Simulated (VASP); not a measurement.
Runs of VASP 6.6.1 on Cd3Fe. The structure is that of space group Fm-3m (No. 225), or close to it. The cells are those of the table. 

| task | level | spin | cell | cutoff (eV) | gap on the mesh (eV) | pressure (GPa) |
| --- | --- | --- | --- | --- | --- | --- |
| single point | PBE | off | a = 4.755 Å, angles 60.0°, 4 atoms | 520 | none | -3.2 |
| relaxation of cell and atoms | PBE | off | relaxed from a = 4.755 Å, angles 60.0°, 4 atoms | 600 | none | 0.0 |
| single point | PBE | collinear, ferromagnetic start | a = 4.755 Å, angles 60.0°, 4 atoms | 520 | none | (a) |
| single point | PBE | off | a = 4.678 Å, angles 60.0°, 4 atoms | 520 | none | 0.6 |
| single point | r2SCAN | off | a = 4.755 Å, angles 60.0°, 4 atoms | 520 | none | -6.3 |

Alike in all rows: potentials or basis VASP PAW PBE potentials, release 64 (Cd, Fe); k mesh 12 × 12 × 12; smearing gaussian 0.1 eV.

Question: Fill in the values left out.

Answer: (a) 0.4.

Caveats: the cell stands under tension (at least some runs); the PAW data sets were made with another functional, which shifts forces and pressure a little (at least some runs).

A k mesh can miss the band edges, and the runs leave out spin-orbit coupling on Cd.

A gap of «none» marks levels without a gap at the run's occupations.
